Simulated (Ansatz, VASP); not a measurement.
## Two plane-wave programs on MgS

Contents of INCAR:

```
PREC = Accurate
ENCUT = 520
EDIFF = 1E-7
ISMEAR = 0
SIGMA = 0.05
LREAL = F
LASPH = T
NELM = 80
ALGO = Normal
ISIF = 2
LWAVE = F
LCHARG = F
GGA = PE
NBANDS = 11
```

Contents of KPOINTS:

```
regular mesh
0
Gamma
  8 8 8
```

POSCAR

```
MgS
1.0
    0.0000000000      2.5366087500      2.7317325000
    2.5366087500      0.0000000000      2.7317325000
    2.5366087500      2.5366087500      0.0000000000
Mg S
1 1
Direct
    0.0000000000      0.0000000000      0.0000000000
    0.5000000000      0.5000000000      0.5000000000
```

Input for Ansatz:

```yaml
crystal:
  lattice:
    - [0.0, 2.53660875, 2.7317325]
    - [2.53660875, 0.0, 2.7317325]
    - [2.53660875, 2.53660875, 0.0]
  atoms:
    - { symbol: Mg, position: [0.0, 0.0, 0.0] }
    - { symbol: S, position: [0.5, 0.5, 0.5] }
basis:
  ecutwfc: 420
kpoints:
  mp_grid: { grid: [8, 8, 8] }
hamiltonian:
  xc: pbe
scf:
  occupations: { method: gaussian, width: 0.05 }
output:
  forces: true
  stress: true
  eigenvalues: true
```

Change from the starting cell: strain -0.025 along x and y, +0.050 along z, atoms carried along.

Alike in both runs: task single point; functional PBE; k mesh 8 × 8 × 8; occupations gaussian, width 0.05 eV; no spin polarisation.

|  | VASP | Ansatz |
| --- | --- | --- |
| version | VASP 6.6.1 | Ansatz 0.2.0 |
| potentials or method | VASP PAW PBE potentials, release 64 (Mg, S), cutoff 520 eV | scalar-relativistic, plane waves, PAW |
| valence electrons in the cell | 8 | 16 |

Ansatz gave:

```
gap on the k mesh at the Fermi level (eV)                     : 2.54
least direct gap on the mesh (eV)                             : 3.57
pressure (GPa)                                                : 2.2
traceless stress, the component that is largest in VASP (GPa) : -4.83
```

Which values does VASP return?

gap on the k mesh at the Fermi level (eV): 2.53; least direct gap on the mesh (eV): 3.56; pressure (GPa): 1.9; traceless stress, the component that is largest in VASP (GPa): -4.80.

The functional is the same, so the differences come from potentials, cutoffs and numerics. VASP's potentials hold 8 valence electrons a cell and Ansatz's 16, so a difference there can come from the potentials and not from the codes.
